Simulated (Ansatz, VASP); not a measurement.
# One calculation of Ca, two programs

The input INCAR:

```
  ALGO = Normal
  EDIFF = 1E-7
  ENCUT = 520
  GGA = PE
  ISIF = 2
  ISMEAR = -1
  LASPH = True
  LCHARG = True
  LELF = True
  LREAL = False
  LVHAR = True
  LWAVE = False
  NBANDS = 11
  NELM = 60
  PREC = Accurate
  SIGMA = 0.1
```

Contents of KPOINTS:

```
k-points
0
Gamma
  16 16 16
```

The input POSCAR:

```
Ca
1.0
    0.0000000000      2.6869798221      2.6869798221
    2.6869798221      0.0000000000      2.6869798221
    2.6869798221      2.6869798221      0.0000000000
Ca
1
Direct
    0.0000000000      0.0000000000      0.0000000000
```

Input for Ansatz:

```yaml
crystal:
  lattice:
    - [0.0, 2.6869798221, 2.6869798221]
    - [2.6869798221, 0.0, 2.6869798221]
    - [2.6869798221, 2.6869798221, 0.0]
  atoms:
    - { symbol: Ca, position: [0.0, 0.0, 0.0] }
hamiltonian:
  xc: pbe
  pseudopotentials:
    kind: paw
    azcp:
      Ca: "pseudopotentials/Ca.paw.azcp"
basis:
  ecutwfc: 420
  fft_grid_basis: typed
kpoints:
  mp_grid: { grid: [16, 16, 16], shift: [0, 0, 0] }
magnetization:
  spin_polarized: false
scf:
  occupations: { method: fermi_dirac, width: 0.1 }
output:
  stress: true
```

Alike in both runs: task single point; functional PBE; k mesh 16 × 16 × 16; occupations fermi-dirac, width 0.1 eV; no spin polarisation.

|  | VASP | Ansatz |
| --- | --- | --- |
| version | VASP 6.6.1 | Ansatz 0.2.0 |
| potentials or method | VASP PAW PBE potentials, release 64 (Ca_sv), cutoff 520 eV | plane waves (420 eV) with PAW, scalar-relativistic |
| valence electrons in the cell | 10 | 10 |

```tsv
	VASP	Ansatz	Ansatz less VASP
pressure (GPa)	1.7	1.7	-0.02
```
